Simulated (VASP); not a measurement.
Input of a VASP 6.6.1 run:

The input INCAR:

```
PREC = Accurate ; ENCUT = 520
EDIFF = 1E-6 ; ISMEAR = -1
SIGMA = 0.1 ; LREAL = F
LASPH = T ; NELM = 80
ALGO = Normal ; ISIF = 2
LWAVE = F ; LCHARG = T
LDIPOL = T ; IDIPOL = 3
DIPOL = 0.5 0.5 0.500 ; GGA = PS
LELF = T ; LVHAR = T
LVACPOTAV = T ; NBANDS = 36
```

The input KPOINTS:

```
regular mesh
0
Gamma
  13 13 1
```

File POSCAR:

```
Y
1.0
    3.6526183111      0.0000000000      0.0000000000
   -1.8263091556      3.1632602477      0.0000000000
    0.0000000000      0.0000000000     27.3984000000
Y
5
Direct
    0.0000000000      0.0000000000      0.2919874756
    0.3333333340      0.6666666660      0.3959937379
    0.0000000000      0.0000000000      0.4999999997
    0.3333333340      0.6666666660      0.6040062621
    0.0000000000      0.0000000000      0.7080125244
```

Potentials or basis: VASP PAW PBE potentials, release 64 (Y_sv).

The run is started by

```bash
$ cat potpaw_PBE.64/Y_sv/POTCAR > POTCAR
$ mpirun -np 1 vasp_std > vasp.out
```

Estimate the band gap on the k mesh.

zero (an odd number of electrons rules out a gap without spin polarisation).

Predict the largest force.

0.298 eV/Å.

Forces in eV/Å, atoms in the order of the input:
```
Y    0.000  0.000  0.298
Y    0.000  0.000 -0.185
Y    0.000  0.000  0.000
Y    0.000  0.000  0.185
Y    0.000  0.000 -0.298
```

Caveat: the PAW data sets were made with another functional, which shifts forces and pressure a little.
